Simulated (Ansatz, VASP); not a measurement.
**One calculation of MgS, two programs**

```
CELL_PARAMETERS angstrom
0.00000 2.99507 2.83088
2.99507 0.00000 2.83088
2.99507 2.99507 0.00000
ATOMIC_POSITIONS crystal
Mg 0.00000 0.00000 0.00000
S 0.25000 0.25000 0.25000
```

Change from the starting cell: biaxial_xy strain +5.8%.

Alike in both runs: task single point; functional PBE; k mesh 8 × 8 × 8; occupations fermi-dirac, width 0.02 eV; no spin polarisation.

```csv
,VASP,Ansatz
version,VASP 6.6.1,Ansatz 0.2.0
potentials or method,"VASP PAW PBE potentials, release 64 (Mg, S)","plane waves, PAW"
plane-wave cutoff (eV),520,420
valence electrons in the cell,8,16
```

VASP gave:

- gap on the k mesh at the Fermi level (eV): 2.82
- pressure (GPa): -4.5
- traceless stress, the component that is largest in VASP (GPa): 0.87

What did Ansatz give for the same quantities?

gap on the k mesh at the Fermi level (eV): 2.83; pressure (GPa): -4.3; traceless stress, the component that is largest in VASP (GPa): 0.86.

VASP's potentials hold 8 valence electrons a cell and Ansatz's 16, so a difference there can come from the potentials and not from the codes.
